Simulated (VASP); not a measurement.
Wanted: the native input for a VASP 6.6.1 run.

| Property | Result |
| --- | --- |
| Task | single point |
| Functional | PBE |
| Potentials or basis | VASP PAW PBE potentials, release 64 (C) |
| Cutoff | 520 eV |
| k mesh | 8 × 8 × 4 |
| Occupations | fermi-dirac, width 0.05 eV |
| Spin | no spin polarisation |
| Dipole correction | no |
| Further INCAR settings | ALGO = Normal; EDIFF = 1e-06; NBANDS = 16 |

The structure of C lies in POSCAR:

```
C
1.0
    2.5116607023      0.0000000000      0.0000000000
   -1.2558303511      2.1751619739      0.0000000000
    0.0000000000      0.0000000000      4.1802287603
C
4
Direct
    0.3333333333      0.6666666667      0.0627282291
    0.6666666667      0.3333333333      0.5627282291
    0.3333333333      0.6666666667      0.4372717709
    0.6666666667      0.3333333333      0.9372717709
```

These files were run (other wordings do the same):

INCAR

```
ALGO = Normal ; EDIFF = 1E-6
ENCUT = 520 ; GGA = PE
ISIF = 2 ; ISMEAR = -1
LASPH = True ; LCHARG = False
LREAL = False ; LWAVE = False
NBANDS = 16 ; NELM = 80
PREC = Accurate ; SIGMA = 0.05
```

KPOINTS

```
k-points
0
Gamma
  8 8 4
```

Potentials or basis: VASP PAW PBE potentials, release 64 (C).

Command:

```bash
$ cat potpaw_PBE.64/C/POTCAR > POTCAR
$ mpirun -np 1 vasp_std > vasp.out
```

It gave:

```json
{
 "Pressure": "0.6 GPa",
 "Largest force": "0.004 eV/Å",
 "Band gap on the k mesh": "3.70 eV, indirect (least direct gap 4.96 eV)"
}
```

Wall time 12 s on 1 thread of Intel Xeon 6975P-C, with other jobs on the host, peak memory 0.1 GiB.
